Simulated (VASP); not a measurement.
# PdC18 in VASP: a series of runs

Runs on PdC18. Level: LDA. Tasks: single point.

Everything below comes from runs of VASP 6.6.1. Logs are shortened: lines on timing, memory, paths and dates and some standing lists are left out, and cuts for length are marked.

### Step 1. The cell of the first run

The cell holds a slab with vacuum, 19 atoms: a = 7.398 Å, b = 7.398 Å, c = 11.000 Å, α = 90.00°, β = 90.00°, γ = 120.00°.

### Step 2. Single point, LDA

INCAR

```
PREC = Accurate ; ENCUT = 520
EDIFF = 1E-6 ; ISMEAR = -1
SIGMA = 0.05 ; LREAL = Auto
LASPH = True ; NELM = 80
ALGO = Normal ; ISIF = 2
LWAVE = False ; LCHARG = False
GGA = CA ; NBANDS = 56
```

KPOINTS

```
regular mesh
0
Gamma
  2 2 1
```

POSCAR

```
PdC18
1.0
    7.3980000000      0.0000000000      0.0000000000
   -3.6990000000      6.4068560000      0.0000000000
    0.0000000000      0.0000000000     11.0000000000
C Pd
18 1
Direct
   -0.0092455506     -0.0035435477      0.0900411818
    0.2127893946      0.1080729768      0.0885919091
   -0.0103097034      0.3288388252      0.0921949091
    0.2116827052      0.4394319148      0.0959737273
   -0.0096092704      0.6629715105      0.0873890909
    0.2111126276      0.7761338791      0.0883787273
    0.3242591297     -0.0031467853      0.0873867273
    0.5459875728      0.1077523828      0.0883107273
    0.3249630620      0.3287387761      0.0897795455
    0.5465739485      0.4406666858      0.0862664545
    0.3230328621      0.6642911906      0.0935217273
    0.5478928222      0.7756261417      0.0957156364
    0.6584208527     -0.0024426958      0.0920323636
    0.8793171005      0.1079629385      0.0915022727
    0.6576638753      0.3295683561      0.0864678182
    0.8795068477      0.4412470016      0.0883660000
    0.6584745526      0.6622856827      0.0896581818
    0.8791824129      0.7744767480      0.0885465455
    0.3614911934      0.6232865231      0.2726038182
```

Potentials or basis: VASP PAW LDA potentials, release 64 (C, Pd).

Launch:

```console
$ cat potpaw_LDA.64/C/POTCAR potpaw_LDA.64/Pd/POTCAR > POTCAR
$ mpirun -np 1 vasp_std > vasp.out
```

OUTCAR:

```text
PREC = Accurate
   ENCUT = 520
   EDIFF = 1E-6
   ISMEAR = -1
   LREAL = Auto
   LASPH = True
   NELM = 80
   ISIF = 2
   GGA = CA

 ion  position               nearest neighbor table
   1  0.991  0.996  0.090-  18 1.42   2 1.42  14 1.43
   2  0.213  0.108  0.089-   9 1.41   1 1.42   7 1.43
   3  0.990  0.329  0.092-  14 1.42   4 1.42  16 1.43
   4  0.212  0.439  0.096-   3 1.42   9 1.44  11 1.44  19 2.31
   5  0.990  0.663  0.087-   6 1.41  16 1.42  18 1.43
   6  0.211  0.776  0.088-   7 1.41   5 1.41  11 1.43
   7  0.324  0.997  0.087-   6 1.41   8 1.42   2 1.43
   8  0.546  0.108  0.088-   7 1.42  15 1.42  13 1.43
   9  0.325  0.329  0.090-   2 1.41  10 1.42   4 1.44
  10  0.547  0.441  0.086-   9 1.42  17 1.42  15 1.42
  11  0.323  0.664  0.094-   6 1.43  12 1.44   4 1.44  19 2.03
  12  0.548  0.776  0.096-  13 1.42  17 1.44  11 1.44  19 2.32
  13  0.658  0.998  0.092-  14 1.42  12 1.42   8 1.43
  14  0.879  0.108  0.092-   3 1.42  13 1.42   1 1.43
  15  0.658  0.330  0.086-   8 1.42  16 1.42  10 1.42
  16  0.880  0.441  0.088-   5 1.42  15 1.42   3 1.43
  17  0.658  0.662  0.090-  18 1.41  10 1.42  12 1.44
  18  0.879  0.774  0.089-  17 1.41   1 1.42   5 1.43
  19  0.361  0.623  0.273-  11 2.03   4 2.31  12 2.32

  LATTYP: Found a hexagonal cell.
 ALAT       =     7.3980000000
 C/A-ratio  =     1.4868883482

  Lattice vectors:

 A1 = (   7.3980000000,   0.0000000000,   0.0000000000)
 A2 = (  -3.6990000000,   6.4068560000,   0.0000000000)
 A3 = (   0.0000000000,   0.0000000000,  11.0000000000)

Analysis of symmetry for initial positions (statically):
=====================================================================
 Subroutine PRICEL returns:
 Original cell was already a primitive cell.

 Routine SETGRP: Setting up the symmetry group for a
 hexagonal supercell.

 Subroutine GETGRP returns: Found  1 space group operations
 (whereof  1 operations were pure point group operations)
 out of a pool of 24 trial point group operations.

The static configuration has the point symmetry C_1 .

Analysis of symmetry for dynamics (positions and initial velocities):
=====================================================================
 Subroutine PRICEL returns:
 Original cell was already a primitive cell.

 Routine SETGRP: Setting up the symmetry group for a
 hexagonal supercell.

 Subroutine GETGRP returns: Found  1 space group operations
[... 118 lines left out ...]
   EDIFFG = 0.1E-04   stopping-criterion for IOM
   NSW    =      0    number of steps for IOM
   IBRION =     -1    ionic relax: 0-MD 1-quasi-New 2-CG
   NFREE  =      0    steps in history (QN), initial steepest desc. (CG)
   ISIF   =      2    stress and relaxation
   ISYM   =      2    0-nonsym 1-usesym 2-fastsym
   POTIM  = 0.5000    time-step for ionic-motion
   TEBEG  =    0.0;   TEEND  =   0.0 temperature during run
   PSTRESS=    0.0 pullay stress
   NELECT =      82.0000    total number of electrons
   NUPDOWN=      -1.0000    fix difference up-down
   EMIN   =  10.00;   EMAX   =-10.00  energy-range for DOS
   EFERMI =   0.00;   METHOD = LEGACY
   ISMEAR =    -1;   SIGMA  =   0.05  broadening in eV -4-tet -1-fermi 0-gaus
   EFERMI_NEDOS =   21; number of points for ismear=-14 and -15
   IALGO  =     38    algorithm
   IMIX   =      4    mixing-type and parameters
     AMIX     =   0.40;   BMIX     =  1.00
     AMIX_MAG =   1.60;   BMIX_MAG =  1.00
  volume/ion in A,a.u.               =      27.44       185.18
  Fermi-wavevector in a.u.,A,eV,Ry     =   0.883681  1.669915 10.624679  0.780892
  Thomas-Fermi vector in A             =   2.004480
   LORBIT       =      0    0 simple, 1 ext, 2 COOP (PROOUT), +10 PAW based schemes
   GGA     = CA    functional components
   LHFCALC =     F    Hartree Fock is set to
   AEXX    =    0.0000 exact exchange contribution
   IVDW    =     0    specifies the selected vdW correction
   LEPSILON=     F    determine dielectric tensor
   LRPA    =     F    only Hartree local field effects (RPA)
 non-spin polarized calculation
  energy-cutoff  :      520.00
  volume of cell :      521.38
 maximum number of plane-waves:     14099
 NGX is ok and might be reduce to    56
   NGX = 27   NGY = 27   NGZ = 41

 number of electron      81.9999999 magnetization

 Free energy of the ion-electron system (eV)
  ---------------------------------------------------
  ext. energy  EPLUGINS =         0.00000000
  ---------------------------------------------------
  free energy    TOTEN  =      -184.56358596 eV

  energy without entropy =     -184.53010058  energy(sigma->0) =     -184.54684327

 E-fermi :  -0.8598     XC(G=0):  -4.5597

 val. band max:       -0.9306247821   @ k =   0.0000   0.0000   0.0000
 cond. band min:      -0.7726418093   @ k =   0.0000   0.0000   0.0000
 fundamental gap:      0.1579829727
 Fermi energy:        -0.8598336146

 k-point     1 :       0.0000    0.0000    0.0000
  band No.  band energies     occupation
      1     -20.4312      2.00000
      2     -18.1071      2.00000
      3     -17.8789      2.00000
      4     -17.8206      2.00000
      5     -17.7716      2.00000
      6     -17.7647      2.00000
[... 213 lines left out ...]
     52       4.3150      0.00000
     53       4.5735      0.00000
 [bands above 53 left out]

------------------------ aborting loop because EDIFF is reached ----------------------------------------

  FORCE on cell =-STRESS in cart. coord.  units (eV):
  Direction    XX          YY          ZZ          XY          YZ          ZX
  --------------------------------------------------------------------------------------
  -------------------------------------------------------------------------------------
  Total       -4.2832749     -6.6729960      0.0037201     -2.0032406     -0.0430460      0.0251629
  in kB      -13.1623839    -20.5059301      0.0114317     -6.1559022     -0.1322792      0.0773248
  external PRESSURE =     -11.2189607 kB  Pullay stress =       0.0000000 kB

 VOLUME and BASIS-vectors are now :
 -----------------------------------------------------------------------------
  energy-cutoff  :      520.00
  volume of cell :      521.38
      direct lattice vectors                 reciprocal lattice vectors
     7.398000000  0.000000000  0.000000000     0.135171668  0.078041398  0.000000000
    -3.699000000  6.406856000  0.000000000     0.000000000  0.156082796  0.000000000
     0.000000000  0.000000000 11.000000000     0.000000000  0.000000000  0.090909091

 POSITION                                       TOTAL-FORCE (eV/Angst)
 -----------------------------------------------------------------------------------
      3.64371      6.38415      0.99045        -0.007047      0.010358     -0.000407
      1.17445      0.69241      0.97451        -0.002754      0.001619      0.001484
      6.10535      2.10682      1.01414        -0.005695      0.004051     -0.002217
     -0.05943      2.81538      1.05571        -0.003479     -0.007164     -0.002868
      4.87458      4.24756      0.96128        -0.002103     -0.009107     -0.000864
     -1.30911      4.97258      0.97217         0.011767     -0.000600      0.000862
[... 11 lines left out ...]
      3.63940      4.96196      0.97401         0.003350     -0.012309     -0.004326
      0.36877      3.99331      2.99864         0.010613     -0.012509      0.069655
 -----------------------------------------------------------------------------------
    total drift:                                0.002610     -0.007838     -0.001002

  FREE ENERGIE OF THE ION-ELECTRON SYSTEM (eV)
  ---------------------------------------------------
  free  energy   TOTEN  =      -184.5635859646 eV

  energy  without entropy=     -184.5301005792  energy(sigma->0) =     -184.54684327
```

OSZICAR:

```text
N       E                     dE             d eps       ncg     rms          rms(c)
DAV:   1     0.626315171547E+03    0.62632E+03   -0.34447E+04   448   0.119E+03
DAV:   2    -0.104688159877E+03   -0.73100E+03   -0.69582E+03   624   0.285E+02
DAV:   3    -0.197418951471E+03   -0.92731E+02   -0.91422E+02   544   0.104E+02
[... 16 lines left out ...]
DAV:  20    -0.184563556145E+03   -0.39309E-04   -0.87780E-06   400   0.609E-03    0.179E-03
DAV:  21    -0.184563568022E+03   -0.11877E-04   -0.17107E-06   328   0.309E-03    0.185E-03
DAV:  22    -0.184563584016E+03   -0.15994E-04   -0.26809E-06   328   0.286E-03    0.977E-04
DAV:  23    -0.184563585464E+03   -0.14479E-05   -0.16478E-07   328   0.104E-03    0.473E-04
DAV:  24    -0.184563585965E+03   -0.50074E-06   -0.79024E-08   352   0.693E-04
   1 F= -.18456359E+03 E0= -.18454684E+03  d E =-.334854E-01
```

Wall time 6.9 min (1 thread of Oxide Virtual Turin-like, shared host); peak memory 0.38 GiB.

Results:

```yaml
Free_energy: -184.5636 eV
Largest_force: 0.072 eV/Å
Band_gap_on_the_k_mesh: 0.16 eV, direct
```

Forces in eV/Å, atoms in the order of the input:
```
C   -0.007  0.010  0.000
C   -0.003  0.002  0.001
C   -0.006  0.004 -0.002
C   -0.003 -0.007 -0.003
C   -0.002 -0.009 -0.001
C    0.012 -0.001  0.001
C   -0.002  0.002 -0.002
C   -0.001 -0.001  0.003
C   -0.004  0.001  0.004
C    0.011 -0.003 -0.005
C   -0.015  0.019 -0.046
C    0.002  0.006 -0.005
C   -0.008 -0.008 -0.005
C    0.005 -0.002 -0.005
C   -0.001  0.006  0.000
C    0.000  0.004 -0.002
C    0.008  0.001  0.000
C    0.003 -0.012 -0.004
Pd   0.011 -0.013  0.070
```

Caveat: the k points lie up to 0.49 Å⁻¹ apart.

### Step 3. Single point, LDA

INCAR

```
SYSTEM = PdC18
ALGO = Normal
EDIFF = 1E-6
ENCUT = 520
ISIF = 2
ISMEAR = -1
LASPH = .True.
LCHARG = .False.
LREAL = Auto
LWAVE = .False.
NBANDS = 56
NELM = 100
PREC = Accurate
SIGMA = 0.05
```

KPOINTS

```
k-points
0
Gamma
  2 2 1
  0 0 0
```

POSCAR

```
PdC18
1.0
    7.3980000000      0.0000000000      0.0000000000
   -3.6990000000      6.4068560000      0.0000000000
    0.0000000000      0.0000000000     11.0000000000
C Pd
18 1
Direct
   -0.0110658793     -0.0069946944      0.0883421818
    0.2107739556      0.1031872731      0.0864872727
   -0.0107156361      0.3265433155      0.0886187273
    0.2099348689      0.4350359989      0.0898063636
   -0.0108690815      0.6598779495      0.0914667273
    0.2100205491      0.7704128203      0.0921631818
    0.3224643167     -0.0070070250      0.0883626364
    0.5441595187      0.1038378262      0.0874360000
    0.3218644029      0.3253116661      0.0862740000
    0.5435153548      0.4350964030      0.0896777273
    0.3206178131      0.6590093487      0.0959569091
    0.5455077462      0.7725402288      0.0935530909
    0.6573366898     -0.0037434898      0.0884697273
    0.8780615282      0.1038621751      0.0874449091
    0.6556559646      0.3265384769      0.0885566364
    0.8776740395      0.4369890630      0.0900278182
    0.6568381164      0.6590079440      0.0956497273
    0.8787165517      0.7703947147      0.0919984545
    0.5038070395      0.6923191344      0.2724353636
```

Potentials or basis: VASP PAW LDA potentials, release 64 (C, Pd).

Launch:

```console
$ cat potpaw_LDA.64/C/POTCAR potpaw_LDA.64/Pd/POTCAR > POTCAR
$ mpirun -np 1 vasp_std > vasp.out
```

It took 6.2 min on 1 thread of Oxide Virtual Turin-like, shared host; peak memory 0.38 GiB.

The run converged. Its results:

* Free energy: -184.5635 eV
* Largest force: 0.090 eV/Å
* Band gap on the k mesh: 0.15 eV, direct

Forces in eV/Å, atoms in the order of the input:
```
C    0.003  0.001 -0.002
C    0.005 -0.004 -0.001
C   -0.001  0.005 -0.001
C    0.002 -0.004 -0.003
C    0.003  0.001  0.001
C    0.007 -0.002  0.001
C    0.002  0.000  0.002
C   -0.002  0.000 -0.005
C    0.001  0.005  0.005
C    0.005 -0.007 -0.005
C   -0.012  0.007 -0.008
C    0.002  0.019 -0.063
C   -0.002  0.006 -0.003
C   -0.003 -0.005 -0.003
C   -0.004  0.005  0.001
C   -0.008 -0.005  0.000
C    0.005 -0.001 -0.002
C    0.002 -0.004 -0.003
Pd  -0.006 -0.019  0.088
```

Levels at points of the mesh, in eV from the valence-band top:
```csv
k point,band 39,band 40,band 41,band 42,band 43,band 44
"(0.00, 0.00, 0.00)",-1.77,-0.10,0.00,0.15,0.19,0.85
"(0.50, 0.00, 0.00)",-1.63,-1.43,-1.16,0.88,1.54,2.29
"(0.00, 0.50, 0.00)",-1.72,-1.31,-1.24,0.91,1.55,2.33
"(0.50, 0.50, 0.00)",-1.64,-1.43,-1.16,0.88,1.54,2.29
```

Caveat: the k points lie up to 0.49 Å⁻¹ apart.

[end of part 1 of 2]
